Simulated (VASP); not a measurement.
# MnH4 (Cmmm) in VASP: single point with PBE

Aim: the single point of MnH4 with PBE.

Program: VASP 6.6.1. These are calculated values, not measurements. Logs are shortened: lines on timing, memory, paths and dates and some standing lists are left out, and cuts for length are marked.

### Step 1. The cell of the first run

Symmetry: Cmmm, No. 65, orthorhombic system. Conventional cell: a = 3.724 Å, b = 3.733 Å, c = 5.434 Å, α = 90.00°, β = 90.00°, γ = 90.00°. Mn (site symmetry mmm) has 8 H at 1.70 Å within 2.3 Å. H (site symmetry 2) has 2 Mn at 1.70 Å and 5 H at 1.86 to 2.15 Å within 2.3 Å.

### Step 2. Single point, PBE, collinear spin, ferromagnetic start

The input, INCAR:

```
  ALGO = Normal
  EDIFF = 1E-7
  ENCUT = 520
  GGA = PE
  ISIF = 2
  ISMEAR = 0
  ISPIN = 2
  LASPH = T
  LCHARG = F
  LMAXMIX = 4
  LORBIT = 11
  LREAL = F
  LWAVE = F
  MAGMOM = 4 0 0 0 0
  NBANDS = 20
  NELM = 150
  PREC = Accurate
  SIGMA = 0.15
```

The input, KPOINTS:

```
k-points
0
Gamma
  4 4 2
```

The input, POSCAR:

```
MnH4
1.0
    1.8619778013     -1.8664726623      0.0000000000
    1.8619778013      1.8664726623      0.0000000000
    0.0000000000      0.0000000000      5.4344040070
Mn H
1 4
Direct
    0.5000000000      0.5000000000      0.0000000000
    0.5000000000      0.0000000000      0.8020525708
    0.0000000000      0.5000000000      0.1979474292
    0.5000000000      0.0000000000      0.1979474292
    0.0000000000      0.5000000000      0.8020525708
```

Potentials or basis: VASP PAW PBE potentials, release 64 (Mn_pv, H).

Command:

```console
$ cat potpaw_PBE.64/Mn_pv/POTCAR potpaw_PBE.64/H/POTCAR > POTCAR
$ mpirun -np 1 vasp_std > vasp.out
```

OUTCAR:

```text
EDIFF = 1E-7
   ENCUT = 520
   GGA = PE
   ISIF = 2
   ISMEAR = 0
   ISPIN = 2
   LASPH = T
   LORBIT = 11
   LREAL = F
   NELM = 150
   PREC = Accurate

 ion  position               nearest neighbor table
   1  0.500  0.500  0.000-   2 1.70   3 1.70   4 1.70   5 1.70   2 1.70   4 1.70   3 1.70   5 1.70

   2  0.500  0.000  0.802-   1 1.70   1 1.70
   3  0.000  0.500  0.198-   1 1.70   1 1.70
   4  0.500  0.000  0.198-   1 1.70   1 1.70
   5  0.000  0.500  0.802-   1 1.70   1 1.70

  LATTYP: Found a base centered orthorhombic cell.
 ALAT       =     3.7239556026
 B/A-ratio  =     1.0024140250
 C/A-ratio  =     1.4593095587

  Lattice vectors:

 A1 = (   1.8619778013,  -1.8664726623,   0.0000000000)
 A2 = (   1.8619778013,   1.8664726623,   0.0000000000)
 A3 = (   0.0000000000,   0.0000000000,   5.4344040070)

Analysis of symmetry for initial positions (statically):
=====================================================================
 Subroutine PRICEL returns:
 Original cell was already a primitive cell.

 Routine SETGRP: Setting up the symmetry group for a
 base centered orthorhombic supercell.

 Subroutine GETGRP returns: Found  8 space group operations
 (whereof  8 operations were pure point group operations)
 out of a pool of  8 trial point group operations.

The static configuration has the point symmetry D_2h.

Analysis of symmetry for dynamics (positions and initial velocities):
=====================================================================
 Subroutine PRICEL returns:
 Original cell was already a primitive cell.

 Routine SETGRP: Setting up the symmetry group for a
 base centered orthorhombic supercell.

 Subroutine GETGRP returns: Found  8 space group operations
 (whereof  8 operations were pure point group operations)
 out of a pool of  8 trial point group operations.

The dynamic configuration has the point symmetry D_2h.

Analysis of structural, dynamic, and magnetic symmetry:
=====================================================================
 Subroutine PRICEL returns:
 Original cell was already a primitive cell.

 Routine SETGRP: Setting up the symmetry group for a
 base centered orthorhombic supercell.

 Subroutine GETGRP returns: Found  8 space group operations
 (whereof  8 operations were pure point group operations)
 out of a pool of  8 trial point group operations.

The overall configuration has the point symmetry D_2h.

 Subroutine INISYM returns: Found  8 space group operations
 (whereof  8 operations are pure point group operations),
 and found     1 'primitive' translations

----------------------------------------------------------------------------------------

                                     Primitive cell

  volume of cell :      37.7727

  direct lattice vectors                    reciprocal lattice vectors
     1.861977801 -1.866472662  0.000000000     0.268531665 -0.267884984  0.000000000
     1.861977801  1.866472662  0.000000000     0.268531665  0.267884984  0.000000000
     0.000000000  0.000000000  5.434404007     0.000000000  0.000000000  0.184012819

  length of vectors
     2.636414522  2.636414522  5.434404007     0.379304126  0.379304126  0.184012819

  position of ions in fractional coordinates (direct lattice)
     0.500000000  0.500000000  0.000000000
     0.500000000  0.000000000  0.802052571
     0.000000000  0.500000000  0.197947429
     0.500000000  0.000000000  0.197947429
     0.000000000  0.500000000  0.802052571

  ion indices of the primitive-cell ions
   primitive index   ion index
                 1           1
                 2           2
                 3           3
                 4           4
                 5           5

----------------------------------------------------------------------------------------
[... 27 lines left out ...]
  0.000000  0.000000  0.000000      1.000000
  0.250000  0.000000  0.000000      4.000000
  0.500000  0.000000  0.000000      2.000000
  0.250000  0.250000  0.000000      2.000000
  0.500000  0.250000  0.000000      4.000000
 -0.250000  0.250000  0.000000      2.000000
  0.500000  0.500000  0.000000      1.000000
  0.000000  0.000000  0.500000      1.000000
  0.250000  0.000000  0.500000      4.000000
  0.500000  0.000000  0.500000      2.000000
  0.250000  0.250000  0.500000      2.000000
  0.500000  0.250000  0.500000      4.000000
 -0.250000  0.250000  0.500000      2.000000
  0.500000  0.500000  0.500000      1.000000
   k-points           NKPTS =     14   k-points in BZ     NKDIM =     14   number of bands    NBANDS=     20
   number of dos      NEDOS =    301   number of ions     NIONS =      5
   total plane-waves  NPLWV =  16000
   dimension x,y,z NGX =    20 NGY =   20 NGZ =   40
   dimension x,y,z NGXF=    40 NGYF=   40 NGZF=   80
   ions per type =               1   4
   NGX,Y,Z   is equivalent  to a cutoff of  12.61, 12.61, 12.24 a.u.
   NGXF,Y,Z  is equivalent  to a cutoff of  25.22, 25.22, 24.47 a.u.
 SYSTEM =  unknown system
   PREC   = accura    normal or accurate (medium, high low for compatibility)
   ISTART =      0    job   : 0-new  1-cont  2-samecut
   ICHARG =      2    charge: 1-file 2-atom 10-const
   ISPIN  =      2    spin polarized calculation?
   LNONCOLLINEAR =      F non collinear calculations
   LSORBIT =      F    spin-orbit coupling
   LASPH  =      T    aspherical Exc in radial PAW
   ENCUT  =  520.0 eV  38.22 Ry    6.18 a.u.   4.90  4.90 10.10*2*pi/ulx,y,z
   NELM   =    150;   NELMIN=  2; NELMDL= -5     # of ELM steps
   EDIFF  = 0.1E-06   stopping-criterion for ELM
   LREAL  =      F    real-space projection
   EDIFFG = 0.1E-05   stopping-criterion for IOM
   NSW    =      0    number of steps for IOM
   IBRION =     -1    ionic relax: 0-MD 1-quasi-New 2-CG
   NFREE  =      0    steps in history (QN), initial steepest desc. (CG)
   ISIF   =      2    stress and relaxation
   ISYM   =      2    0-nonsym 1-usesym 2-fastsym
   POTIM  = 0.5000    time-step for ionic-motion
   TEBEG  =    0.0;   TEEND  =   0.0 temperature during run
   PSTRESS=    0.0 pullay stress
   NELECT =      17.0000    total number of electrons
   NUPDOWN=      -1.0000    fix difference up-down
   EMIN   =  10.00;   EMAX   =-10.00  energy-range for DOS
   EFERMI =   0.00;   METHOD = LEGACY
   ISMEAR =     0;   SIGMA  =   0.15  broadening in eV -4-tet -1-fermi 0-gaus
   EFERMI_NEDOS =   21; number of points for ismear=-14 and -15
   IALGO  =     38    algorithm
   IMIX   =      4    mixing-type and parameters
     AMIX     =   0.40;   BMIX     =  1.00
     AMIX_MAG =   1.60;   BMIX_MAG =  1.00
  volume/ion in A,a.u.               =       7.55        50.98
  Fermi-wavevector in a.u.,A,eV,Ry     =   1.254580  2.370813 21.415185  1.573972
  Thomas-Fermi vector in A             =   2.388378
   LORBIT       =     11    0 simple, 1 ext, 2 COOP (PROOUT), +10 PAW based schemes
   GGA     = PE    functional components
   LHFCALC =     F    Hartree Fock is set to
   AEXX    =    0.0000 exact exchange contribution
   IVDW    =     0    specifies the selected vdW correction
   LEPSILON=     F    determine dielectric tensor
   LRPA    =     F    only Hartree local field effects (RPA)
 spin polarized calculation
 Gauss-broadening in eV      SIGMA  =   0.15
  energy-cutoff  :      520.00
  volume of cell :       37.77
 maximum number of plane-waves:      1040
   NGX =  9   NGY =  9   NGZ = 21

 number of electron      17.0000006 magnetization       1.8749964

 Free energy of the ion-electron system (eV)
  ---------------------------------------------------
  ext. energy  EPLUGINS =         0.00000000
  ---------------------------------------------------
  free energy    TOTEN  =       -21.48540877 eV

  energy without entropy =      -21.47056739  energy(sigma->0) =      -21.47798808

 E-fermi :   1.0726     XC(G=0):  -8.9780

 val. band max:        1.0474847863   @ k =   0.2500   0.2500   0.0000
 cond. band min:       1.1523984306   @ k =  -0.2500   0.2500   0.5000
 fundamental gap:      0.1049136443
 Fermi energy:         1.0725776662

 spin component 1

 k-point     1 :       0.0000    0.0000    0.0000
  band No.  band energies     occupation
      1     -47.9415      1.00000
      2     -47.9411      1.00000
      3     -47.6696      1.00000
      4      -8.5202      1.00000
      5      -4.8053      1.00000
      6      -3.2598      1.00000
[... 298 lines left out ...]
      6      -2.7217      1.00000
[... 12 lines left out ...]
     19      18.0957      0.00000
     20      18.1445      0.00000
 Fermi energy:         1.0725776662

 spin component 2

 k-point     1 :       0.0000    0.0000    0.0000
  band No.  band energies     occupation
      1     -45.7784      1.00000
      2     -45.7770      1.00000
      3     -45.6860      1.00000
      4      -8.3966      1.00000
      5      -4.8771      1.00000
      6      -2.5423      1.00000
[... 311 lines left out ...]
     19      18.0979      0.00000
     20      18.1462      0.00000

------------------------ aborting loop because EDIFF is reached ----------------------------------------

  FORCE on cell =-STRESS in cart. coord.  units (eV):
  Direction    XX          YY          ZZ          XY          YZ          ZX
  --------------------------------------------------------------------------------------
  -------------------------------------------------------------------------------------
  Total       -0.0568536     -0.1057957      0.0012011      0.0000000      0.0000000      0.0000000
  in kB       -2.4115186     -4.4874609      0.0509450      0.0000000      0.0000000      0.0000000
  external PRESSURE =      -2.2826782 kB  Pullay stress =       0.0000000 kB

 VOLUME and BASIS-vectors are now :
 -----------------------------------------------------------------------------
  energy-cutoff  :      520.00
  volume of cell :       37.77
      direct lattice vectors                 reciprocal lattice vectors
     1.861977801 -1.866472662  0.000000000     0.268531665 -0.267884984  0.000000000
     1.861977801  1.866472662  0.000000000     0.268531665  0.267884984  0.000000000
     0.000000000  0.000000000  5.434404007     0.000000000  0.000000000  0.184012819

 POSITION                                       TOTAL-FORCE (eV/Angst)
 -----------------------------------------------------------------------------------
      1.86198      0.00000      0.00000        -0.000000     -0.000000      0.000000
      0.93099     -0.93324      4.35868         0.000000     -0.000000     -0.002897
      0.93099      0.93324      1.07573        -0.000000      0.000000      0.002897
      0.93099     -0.93324      1.07573        -0.000000     -0.000000      0.002897
      0.93099      0.93324      4.35868         0.000000      0.000000     -0.002897
 -----------------------------------------------------------------------------------
    total drift:                               -0.000000      0.000000     -0.000000

  FREE ENERGIE OF THE ION-ELECTRON SYSTEM (eV)
  ---------------------------------------------------
  free  energy   TOTEN  =       -21.4854087654 eV

  energy  without entropy=      -21.4705673948  energy(sigma->0) =      -21.47798808

 total charge

# of ion       s       p       d       tot
------------------------------------------
    1        0.361   6.467   5.125  11.953
    2        0.520   0.018   0.000   0.538
    3        0.520   0.018   0.000   0.538
    4        0.520   0.018   0.000   0.538
    5        0.520   0.018   0.000   0.538
--------------------------------------------------
tot          2.443   6.537   5.125  14.105

 magnetization (x)

# of ion       s       p       d       tot
------------------------------------------
    1        0.011   0.015   1.954   1.980
    2       -0.028   0.002   0.000  -0.026
    3       -0.028   0.002   0.000  -0.026
    4       -0.028   0.002   0.000  -0.026
    5       -0.028   0.002   0.000  -0.026
--------------------------------------------------
tot         -0.103   0.025   1.954   1.876
```

Wall time 17 s (1 thread of Intel Xeon Platinum 8488C (Sapphire Rapids), shared host); peak memory 0.16 GiB.

What came out:

```
Free energy                                           : -21.4854 eV
Pressure                                              : -0.2 GPa
Net moment                                            : 1.87 μB per cell
Site moments                                          : Mn +1.98; H -0.03 μB
Valence electrons inside the program's atomic spheres : Mn 11.95; H 0.54
```

Forces on the atoms (eV/Å):
```
Mn   0.000  0.000  0.000
H    0.000  0.000 -0.003
H    0.000  0.000  0.003
H    0.000  0.000  0.003
H    0.000  0.000 -0.003
```

Levels at points of the mesh, in eV from the Fermi level:
Spin up:
```
           k point  band 5  band 6  band 7  band 8  band 9  band 10  band 11  band 12  band 13  band 14
(0.00, 0.00, 0.00)   -5.88   -4.33   -2.58   -0.87   -0.87    -0.74     4.27     5.95     8.24    14.52
(0.50, 0.00, 0.00)   -5.38   -4.43   -1.85   -1.63   -1.40    -0.70     1.57     4.52     7.90     9.66
(0.50, 0.50, 0.00)   -4.48   -3.80   -1.96   -1.91   -0.96     0.55     5.79     5.82     7.97     8.45
(0.00, 0.00, 0.50)   -6.32   -4.33   -2.41   -0.87   -0.87    -0.74     5.84     6.45     8.37     8.51
(0.50, 0.00, 0.50)   -5.47   -4.30   -1.77   -1.77   -1.63    -0.70     1.68     3.81    10.31    11.22
(0.50, 0.50, 0.50)   -4.52   -3.79   -1.86   -1.81   -0.93     0.55     5.40     5.42     8.30     8.55
```
Spin down:
```
           k point  band 6  band 7  band 8  band 9  band 10  band 11
(0.00, 0.00, 0.00)   -3.61   -1.08    0.87    0.87     2.24     4.74
(0.50, 0.00, 0.00)   -4.39   -1.47   -0.31    1.08     1.16     2.94
(0.50, 0.50, 0.00)   -1.98   -1.93   -1.75    0.88     1.82     6.63
(0.00, 0.00, 0.50)   -3.61   -0.79    0.87    0.87     2.24     5.53
(0.50, 0.00, 0.50)   -4.25   -1.84   -0.18    1.08     1.16     3.02
(0.50, 0.50, 0.50)   -1.87   -1.82   -1.74    0.94     1.82     6.21
```

Caveat: the k points lie up to 0.60 Å⁻¹ apart.
